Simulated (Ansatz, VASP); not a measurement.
## TaAgBr3: VASP beside Ansatz

```xyz
10
Lattice="7.1692 0.0000 0.0000 -3.5846 6.2087 0.0000 0.0000 -4.1391 5.9292" Properties=species:S:1:pos:R:3 pbc="T T T"
Ta    0.0000    0.0000    0.0000
Ta    3.5846   -2.0696    2.9646
Br    3.9786    0.0602    4.4647
Br    1.5432   -2.7933    4.4647
Br    1.6475    2.7331    4.4647
Br    1.9371    4.8027    1.5001
Br   -0.3939    2.1298    1.5001
Br    2.0414   -0.7237    1.5001
Ag    0.0000    0.0000    4.4327
Ag    3.5846    2.0696    1.4681
```

Alike in both runs: task single point; functional PBE; k mesh 4 × 4 × 4; no spin polarisation.

|  | VASP | Ansatz |
| --- | --- | --- |
| version | VASP 6.6.1 | Ansatz 0.2.0 |
| potentials or method | VASP PAW PBE potentials, release 64 (Ta_pv, Br, Ag), cutoff 520 eV | PAW plane waves |
| occupations | fermi-dirac, width 0.1 eV | fermi-dirac |
| valence electrons in the cell | 86 | 106 |

VASP gave:

- gap on the k mesh at the Fermi level (eV): none
- pressure (GPa): 1.6
- traceless stress, the component that is largest in VASP (GPa): -0.30
- rms of the force components (eV/Å): 0.431

Which values does Ansatz return?

gap on the k mesh at the Fermi level (eV): none; pressure (GPa): 1.5; traceless stress, the component that is largest in VASP (GPa): -0.31; rms of the force components (eV/Å): 0.428.

Atom by atom the forces differ by 0.004 eV/Å (rms over components). A gap of «none» marks a metal or a gap that the smearing closes. VASP's potentials hold 86 valence electrons a cell and Ansatz's 106, so a difference there can come from the potentials and not from the codes. Ansatz's warnings: structure snapped to symmetry.

Neither program's run includes spin-orbit coupling.
